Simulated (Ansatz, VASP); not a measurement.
One calculation of MnS, two programs

File POSCAR:

```
MnS
1.0
    0.0000000000      2.6555815960      2.6555815960
    2.6555815960      0.0000000000      2.6555815960
    2.6555815960      2.6555815960      0.0000000000
Mn S
1 1
Direct
    0.0000000000      0.0000000000      0.0000000000
    0.5000000000      0.5000000000      0.5000000000
```

File INCAR.step1:

```
SYSTEM = MnS
ALGO = Normal
EDIFF = 1E-4
ENCUT = 520
GGA = PE
ISMEAR = -1
ISPIN = 2
LASPH = .True.
LCHARG = .False.
LMAXMIX = 4
LREAL = .False.
LWAVE = .True.
MAGMOM = 4 0
NBANDS = 20
NELM = 150
PREC = Accurate
SIGMA = 0.05
```

File INCAR.step2:

```
SYSTEM = MnS
ALGO = Normal
EDIFF = 1E-7
ENCUT = 520
ISIF = 2
ISMEAR = -1
ISPIN = 2
ISTART = 1
LASPH = .True.
LCHARG = .False.
LMAXMIX = 4
LMIXTAU = .True.
LORBIT = 11
LREAL = .False.
LWAVE = .False.
MAGMOM = 4 0
METAGGA = R2SCAN
NBANDS = 20
NELM = 150
PREC = Accurate
SIGMA = 0.05
```

The input KPOINTS:

```
k-points
0
Gamma
  9 9 9
  0 0 0
```

Contents of input.yaml:

```yaml
crystal:
  lattice:
    - [0.0, 2.655581596, 2.655581596]
    - [2.655581596, 0.0, 2.655581596]
    - [2.655581596, 2.655581596, 0.0]
  atoms:
    - { symbol: Mn, position: [0.0, 0.0, 0.0], spin: 4.0 }
    - { symbol: S, position: [0.5, 0.5, 0.5] }
hamiltonian:
  xc: r2scan
  pseudopotentials: { kind: paw }
magnetization:
  spin_polarized: true
kpoints:
  mp_grid: { grid: [9, 9, 9] }
scf:
  occupations: { method: fermi_dirac, width: 0.05 }
output:
  forces: true
  stress: true
  eigenvalues: true
```

Alike in both runs: task single point; functional r2SCAN; k mesh 9 × 9 × 9; occupations fermi-dirac, width 0.05 eV; collinear spin.

|  | VASP | Ansatz |
| --- | --- | --- |
| version | VASP 6.6.1 | Ansatz 0.2.0 |
| potentials or method | VASP PAW PBE potentials, release 64 (Mn_pv, S) | Ansatz PAW |
| plane-wave cutoff (eV) | 520 | 500 |
| valence electrons in the cell | 19 | 21 |

Ansatz gave:

- gap on the k mesh at the Fermi level (eV): 0.30
- least direct gap on the mesh (eV): 2.09
- pressure (GPa): -3.9
- net moment per atom (μB): 2.50
- size of the moment on the site where the two differ most (μB): 0.17

**Question.** Estimate VASP's values.

**Answer.** gap on the k mesh at the Fermi level (eV): 0.32; least direct gap on the mesh (eV): 2.09; pressure (GPa): -3.9; net moment per atom (μB): 2.50; size of the moment on the site where the two differ most (μB): 0.13.

VASP's potentials were made for PBE, not for r2SCAN. Site moments also hang on the region over which each program counts them. VASP's potentials hold 19 valence electrons a cell and Ansatz's 21, so a difference there can come from the potentials and not from the codes.

Noted on Ansatz's run: the magnetic or orbital state may not be the lowest; odd divisions of the mesh miss points on the zone boundary, where band edges often lie, so the gap on the mesh can be too wide.
